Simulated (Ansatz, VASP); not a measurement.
## One calculation of ZnS, two programs

The input INCAR:

```
  PREC = Accurate
  ENCUT = 520
  EDIFF = 1E-7
  ISMEAR = 0
  SIGMA = 0.05
  LREAL = F
  LASPH = T
  NELM = 100
  ALGO = Normal
  ISIF = 2
  LWAVE = F
  LCHARG = F
  GGA = PE
  NBANDS = 46
```

Contents of KPOINTS:

```
regular mesh
0
Gamma
  8 8 2
```

POSCAR

```
ZnS
1.0
   -3.8454929872      0.0000000000      0.0000000000
   -1.9227464936     -3.3302946170      0.0000000000
   -4.8066739594     -2.7751345043     12.6106666151
Zn S
4 4
Direct
   -0.2136113673     -0.2136113673      0.6563598951
    0.2030386327      0.2030386327      0.1563598951
   -0.0886030339     -0.0886030339      0.9063598951
    0.3280469661      0.3280469661      0.4063598951
   -0.3696719661     -0.3696719661      0.8436401049
    0.0469780339      0.0469780339      0.3436401049
    0.5886363673      0.5886363673      0.0936401049
    0.1719863673      0.1719863673      0.5936401049
```

Input for Ansatz:

```yaml
crystal:
  lattice:
    - [-3.8454929872, 0.0, 0.0]
    - [-1.9227464936, -3.330294617, 0.0]
    - [-4.8066739594, -2.7751345043, 12.6106666151]
  atoms:
    - { symbol: Zn, position: [-0.2136113673, -0.2136113673, 0.6563598951] }
    - { symbol: Zn, position: [0.2030386327, 0.2030386327, 0.1563598951] }
    - { symbol: Zn, position: [-0.0886030339, -0.0886030339, 0.9063598951] }
    - { symbol: Zn, position: [0.3280469661, 0.3280469661, 0.4063598951] }
    - { symbol: S, position: [-0.3696719661, -0.3696719661, 0.8436401049] }
    - { symbol: S, position: [0.0469780339, 0.0469780339, 0.3436401049] }
    - { symbol: S, position: [0.5886363673, 0.5886363673, 0.0936401049] }
    - { symbol: S, position: [0.1719863673, 0.1719863673, 0.5936401049] }
basis:
  ecutwfc: 420
kpoints:
  mp_grid: { grid: [8, 8, 2] }
hamiltonian:
  xc: pbe
scf:
  occupations: { method: gaussian, width: 0.05 }
output:
  forces: true
  stress: true
  eigenvalues: true
```

Alike in both runs: task single point; functional PBE; k mesh 8 × 8 × 2; occupations gaussian, width 0.05 eV; no spin polarisation.

|  | VASP | Ansatz |
| --- | --- | --- |
| version | VASP 6.6.1 | Ansatz 0.2.0 |
| potentials or method | VASP PAW PBE potentials, release 64 (Zn, S), cutoff 520 eV | scalar-relativistic, plane waves, PAW |
| valence electrons in the cell | 72 | 72 |

|  | VASP | Ansatz | Ansatz less VASP |
| --- | --- | --- | --- |
| gap on the k mesh at the Fermi level (eV) | 1.69 | 1.69 | -0.003 |
| least direct gap on the mesh (eV) | 1.69 | 1.69 | -0.003 |
| pressure (GPa) | -0.2 | -0.4 | -0.14 |
| traceless stress, the component that is largest in VASP (GPa) | -1.99 | -1.99 | -0.001 |
| rms of the force components (eV/Å) | 0.223 | 0.222 | -0.0009 |

Atom by atom the forces differ by 0.003 eV/Å (rms over components).
